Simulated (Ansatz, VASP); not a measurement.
# One calculation of Mn, two programs

Contents of INCAR:

```
SYSTEM = Mn
ALGO = Normal ; EDIFF = 1E-6
ENCUT = 500 ; GGA = RP
GGA_COMPAT = .False. ; ISIF = 2
ISMEAR = 0 ; ISPIN = 2
LASPH = .True. ; LCHARG = .False.
LMAXMIX = 4 ; LORBIT = 11
LREAL = .False. ; LWAVE = .False.
MAGMOM = 0.76 ; NBANDS = 16
NELM = 200 ; PREC = Accurate
SIGMA = 0.1
```

Contents of KPOINTS:

```
k-points
0
Gamma
  10 10 10
  0 0 0
```

The input POSCAR:

```
Mn
1.0
   -1.3932737400      1.3932737400      1.3932737400
    1.3932737400     -1.3932737400      1.3932737400
    1.3932737400      1.3932737400     -1.3932737400
Mn
1
Direct
    0.0000000000      0.0000000000      0.0000000000
```

Input for Ansatz:

```yaml
crystal:
  lattice:
    - [-1.39327374, 1.39327374, 1.39327374]
    - [1.39327374, -1.39327374, 1.39327374]
    - [1.39327374, 1.39327374, -1.39327374]
  atoms:
    - { symbol: Mn, position: [0.0, 0.0, 0.0], spin: 0.76 }
basis: {}
kpoints:
  mp_grid: { grid: [10, 10, 10] }
hamiltonian:
  xc: rpbe
scf:
  occupations: { method: gaussian, width: 0.1 }
  lower_state_search: "off"
output:
  forces: true
  stress: true
  eigenvalues: true
  populations: true
magnetization:
  spin_polarized: true
```

Alike in both runs: task single point; functional RPBE; k mesh 10 × 10 × 10; occupations gaussian, width 0.1 eV; collinear spin.

```csv
,VASP,Ansatz
version,VASP 6.6.1,Ansatz 0.2.0
potentials or method,"VASP PAW PBE potentials, release 64 (Mn_pv)","scalar-relativistic, plane waves, PAW"
plane-wave cutoff (eV),500,420
valence electrons in the cell,13,15
```

```tsv
	VASP	Ansatz	Ansatz less VASP
gap on the k mesh at the Fermi level (eV)	none	none	-
pressure (GPa)	6.3	6.2	-0.17
net moment per atom (μB)	0.59	0.55	-0.040
size of the moment on the site where the two differ most (μB)	0.59	0.55	-0.041
```

VASP's potentials were made for PBE, not for RPBE. Site moments also hang on the region over which each program counts them. A gap of «none» marks a metal or a gap that the smearing closes. VASP's potentials hold 13 valence electrons a cell and Ansatz's 15, so a difference there can come from the potentials and not from the codes.
